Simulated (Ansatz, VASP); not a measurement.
# One calculation of Ge2Sb2Te5, two programs

File INCAR:

```
PREC = Accurate
ENCUT = 520
EDIFF = 1E-7
ISMEAR = 0
SIGMA = 0.4
LREAL = False
LASPH = True
NELM = 80
ALGO = Normal
ISIF = 2
LWAVE = False
LCHARG = True
GGA = PE
LELF = True
LVHAR = True
NBANDS = 44
```

Contents of KPOINTS:

```
Automatic mesh
0
Gamma
  4 4 3
```

The input POSCAR:

```
Ge2Sb2Te5
1.0
    6.8391360000     -3.0660060000      0.0000000000
    6.8391360000      3.0660060000      0.0000000000
   -6.8309770000      0.0000000000      6.8476090000
Ge Sb Te
2 2 5
Direct
    0.4973430000      0.4973430000      0.0110440000
    0.2842870000      0.2842870000      0.1878300000
    0.1118700000      0.1118700000      0.4173520000
    0.9017080000      0.9017080000      0.5878730000
    0.3999590000      0.3999590000      0.5971180000
    0.2065190000      0.2065190000      0.8098030000
    0.0083240000      0.0083240000      0.0064350000
    0.7952880000      0.7952880000      0.1961120000
    0.5947020000      0.5947020000      0.3864330000
```

Input for Ansatz:

```yaml
crystal:
  lattice:
    - [6.839136, -3.066006, 0.0]
    - [6.839136, 3.066006, 0.0]
    - [-6.830977, 0.0, 6.847609]
  atoms:
    - { symbol: Ge, position: [0.497343, 0.497343, 0.011044] }
    - { symbol: Ge, position: [0.284287, 0.284287, 0.18783] }
    - { symbol: Sb, position: [0.11187, 0.11187, 0.417352] }
    - { symbol: Sb, position: [0.901708, 0.901708, 0.587873] }
    - { symbol: Te, position: [0.399959, 0.399959, 0.597118] }
    - { symbol: Te, position: [0.206519, 0.206519, 0.809803] }
    - { symbol: Te, position: [0.008324, 0.008324, 0.006435] }
    - { symbol: Te, position: [0.795288, 0.795288, 0.196112] }
    - { symbol: Te, position: [0.594702, 0.594702, 0.386433] }
basis:
  ecutwfc: 420
kpoints:
  mp_grid: { grid: [4, 4, 3] }
hamiltonian:
  xc: pbe
scf:
  occupations: { method: gaussian, width: 0.4 }
output:
  forces: true
  stress: true
  eigenvalues: true
```

Alike in both runs: task single point; functional PBE; k mesh 4 × 4 × 3; occupations gaussian, width 0.4 eV; no spin polarisation.

|  | VASP | Ansatz |
| --- | --- | --- |
| version | VASP 6.6.1 | Ansatz 0.2.0 |
| potentials or method | VASP PAW PBE potentials, release 64 (Ge_d, Sb, Te), cutoff 520 eV | scalar-relativistic, plane waves, PAW |
| valence electrons in the cell | 68 | 138 |

```tsv
	VASP	Ansatz	Ansatz less VASP
gap on the k mesh at the Fermi level (eV)	none	none	-
pressure (GPa)	-0.1	-0.1	+0.02
traceless stress, the component that is largest in VASP (GPa)	0.36	0.38	+0.018
rms of the force components (eV/Å)	0.043	0.045	+0.0024
```

Atom by atom the forces differ by 0.005 eV/Å (rms over components). A gap of «none» marks a metal or a gap that the smearing closes. The functional is the same, so the differences come from potentials, cutoffs and numerics. VASP's potentials hold 68 valence electrons a cell and Ansatz's 138, so a difference there can come from the potentials and not from the codes.

Spin-orbit coupling is off throughout.
